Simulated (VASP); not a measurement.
Here is a VASP 6.6.1 calculation.

Contents of INCAR:

```
SYSTEM = Pd
ALGO = Normal
EDIFF = 1E-6
ENCUT = 520
GGA = PE
ISIF = 2
ISMEAR = -1
ISPIN = 2
LASPH = .True.
LCHARG = .True.
LELF = .True.
LMAXMIX = 4
LORBIT = 11
LREAL = .False.
LVHAR = .True.
LWAVE = .False.
MAGMOM = 0.288
NBANDS = 15
NELM = 150
PREC = Accurate
SIGMA = 0.1
```

Contents of KPOINTS:

```
k-points
0
Gamma
  14 14 14
  0 0 0
```

The input POSCAR:

```
Pd
1.0
    0.0000000000      1.9737080107      1.9737080107
    1.9737080107      0.0000000000      1.9737080107
    1.9737080107      1.9737080107      0.0000000000
Pd
1
Direct
    0.0000000000      0.0000000000      0.0000000000
```

Potentials or basis: VASP PAW PBE potentials, release 64 (Pd).

Command:

```console
$ cat potpaw_PBE.64/Pd/POTCAR > POTCAR
$ mpirun -np 1 vasp_std > vasp.out
```

What does it give for the net moment?

0.00 μB per cell.

Estimate the band gap on the k mesh.

zero (filled and empty bands overlap).

Estimate the pressure.

-0.4 GPa.
